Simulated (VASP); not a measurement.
Write the native input for VASP 6.6.1 that does the following.

```yaml
Task: electric field gradients
Functional: LDA
Potentials_or_basis: VASP PAW LDA potentials, release 64 (Sn_d)
Cutoff: 520 eV
k_mesh: 9 × 9 × 9
Occupations: fermi-dirac, width 0.03 eV
Spin: no spin polarisation
Dipole_correction: no
Further_INCAR_settings: ALGO = Normal; EDIFF = 1e-08; NBANDS = 21
```

The structure of Sn lies in POSCAR:

```
Sn
1.0
    0.0000000000      3.1482320000      3.2456000000
    3.1482320000      0.0000000000      3.2456000000
    3.1482320000      3.1482320000      0.0000000000
Sn
2
Direct
    0.5000000000      0.5000000000      0.5000000000
    0.7500000000      0.7500000000      0.7500000000
```

This cell differs from its parent crystal: equal xx and yy strain of -3 %.

The input as run:

INCAR

```
  PREC = Accurate
  ENCUT = 520
  EDIFF = 1E-8
  ISMEAR = -1
  SIGMA = 0.03
  LREAL = F
  LASPH = T
  NELM = 100
  ALGO = Normal
  ISIF = 2
  LWAVE = F
  LCHARG = F
  LEFG = T
  NBANDS = 21
```

KPOINTS

```
Automatic mesh
0
Gamma
  9 9 9
```

Potentials or basis: VASP PAW LDA potentials, release 64 (Sn_d).

Run with:

```sh
$ cat potpaw_LDA.64/Sn_d/POTCAR > POTCAR
$ mpirun -np 1 vasp_std > vasp.out
```

Results of the run:

| Property | Result |
| --- | --- |
| Pressure | 2.7 GPa |
| Band gap on the k mesh | zero (bands 14 and 15 overlap by 0.13 eV) |
| Largest electric field gradient by atom | Sn -2.8 V/Å² |

Caveat: the cell differs from its parent crystal (equal xx and yy strain of -3 %); without QUAD_EFG the Cq values of the log hold for a quadrupole moment of 1 mb, not for the nuclei; spin-orbit coupling is left out, which moves the levels of the heavy elements.

It took 2 min on 1 thread of Intel(R) Xeon(R) Platinum 8175M CPU @ 2.50GHz (Skylake/Cascade Lake), on a shared host, peak memory 0.22 GiB.
